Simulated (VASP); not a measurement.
Write the native input for VASP 6.6.1 that does the following.

```yaml
Task: single point
Functional: BLYP
Potentials_or_basis: VASP PAW PBE potentials, release 64 (Cu, O)
Cutoff: 520 eV
k_mesh: 10 × 10 × 5
Occupations: fermi-dirac, width 0.05 eV
Spin: no spin polarisation
Dipole_correction: no
Further_INCAR_settings: ALGO = Normal; EDIFF = 1e-06; NBANDS = 25
```

The structure of CuO lies in POSCAR:

```
CuO
1.0
    0.1908595110     -2.1866748050     -2.0566752500
   -2.0330995623      0.1069991723     -1.9728149112
    2.3989836139      2.3009778404     -4.4185130464
Cu O
2 2
Direct
    0.4562322400      0.5306856300      0.4854117400
    0.9742842800      0.9858673900      0.0243612000
    0.8016626700      0.7447211200      0.7392802400
    0.2678208100      0.2387258700      0.2509468100
```

The input as run:

INCAR

```
SYSTEM = CuO
AGGAC = 1.0
AGGAX = 1.0
ALDAC = 0.0
ALDAX = 1.0
ALGO = Normal
EDIFF = 1E-6
ENCUT = 520
GGA = B5
ISIF = 2
ISMEAR = -1
LASPH = .True.
LCHARG = .False.
LREAL = .False.
LWAVE = .False.
NBANDS = 25
NELM = 80
PREC = Accurate
SIGMA = 0.05
```

KPOINTS

```
k-points
0
Gamma
  10 10 5
  0 0 0
```

Potentials or basis: VASP PAW PBE potentials, release 64 (Cu, O).

Launch:

```console
$ cat potpaw_PBE.64/Cu/POTCAR potpaw_PBE.64/O/POTCAR > POTCAR
$ mpirun -np 1 vasp_std > vasp.out
```

It gave:

```json
{
 "Pressure": "0.5 GPa",
 "Largest force": "1.667 eV/Å",
 "Band gap on the k mesh": "zero (bands 17 and 18 overlap by 0.72 eV)"
}
```

Caveat: the PAW data sets were made with another functional, which shifts forces and pressure a little; semilocal functionals often make such compounds metallic where correlation or magnetic order opens a gap, which also shifts bond lengths.

Wall time 2.8 min on 1 thread of Intel(R) Xeon(R) 6975P-C (Granite Rapids) (shared host), peak memory 0.32 GiB.
